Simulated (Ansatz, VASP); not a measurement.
**Two plane-wave programs on C**

```xyz
8
Lattice="2.5221 0.0000 0.0000 -1.2611 2.1842 0.0000 0.0000 0.0000 8.2371" Properties=species:S:1:pos:R:3 pbc="T T T"
C     1.2611    0.7281    6.9501
C     0.0000    1.4561    2.8315
C     1.2611    0.7281    5.4056
C     0.0000    1.4561    1.2870
C     0.0000    0.0000    7.4649
C     0.0000    0.0000    3.3463
C     0.0000    0.0000    4.8908
C     0.0000    0.0000    0.7722
```

Alike in both runs: task single point; functional BLYP; dispersion D4; k mesh 12 × 12 × 4; occupations fermi-dirac, width 0.05 eV; no spin polarisation.

|  | VASP | Ansatz |
| --- | --- | --- |
| version | VASP 6.6.1 | Ansatz 0.2.0 |
| potentials or method | VASP PAW PBE potentials, release 64 (C) | Ansatz PAW |
| plane-wave cutoff (eV) | 520 | 420 |
| valence electrons in the cell | 32 | 32 |

VASP gave:

```
gap on the k mesh at the Fermi level (eV)                     : 4.75
least direct gap on the mesh (eV)                             : 5.35
pressure (GPa)                                                : 1.6
traceless stress, the component that is largest in VASP (GPa) : 8.24
rms of the force components (eV/Å)                            : 0.187
```

Task: What did Ansatz give for the same quantities?

Result: gap on the k mesh at the Fermi level (eV): 4.75; least direct gap on the mesh (eV): 5.34; pressure (GPa): 0.9; traceless stress, the component that is largest in VASP (GPa): 8.25; rms of the force components (eV/Å): 0.187.

VASP's potentials were made for PBE, not for BLYP. Atom by atom the forces differ by 0.001 eV/Å (rms over components).

Noted on Ansatz's run: Pulay correction over one GPa.
